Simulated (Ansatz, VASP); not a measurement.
**BN: VASP beside Ansatz**

```xyz
2
Lattice="0.0000 1.7458 1.7458 1.7458 0.0000 1.7458 1.7458 1.7458 0.0000" Properties=species:S:1:pos:R:3 pbc="T T T"
B     0.0000    0.0000    0.0000
N     1.7458    1.7458    1.7458
```

Alike in both runs: task single point; functional PBE; k mesh 8 × 8 × 8; occupations methfessel-paxton of order 1, width 0.05 eV; no spin polarisation.

```csv
,VASP,Ansatz
version,VASP 6.6.1,Ansatz 0.2.0
potentials or method,"VASP PAW PBE potentials, release 64 (B, N)",plane waves
plane-wave cutoff (eV),600,420
valence electrons in the cell,8,8
```

|  | VASP | Ansatz | Ansatz less VASP |
| --- | --- | --- | --- |
| gap on the k mesh at the Fermi level (eV) | 1.33 | 1.34 | +0.004 |
| pressure (GPa) | 3.6 | 3.9 | +0.28 |
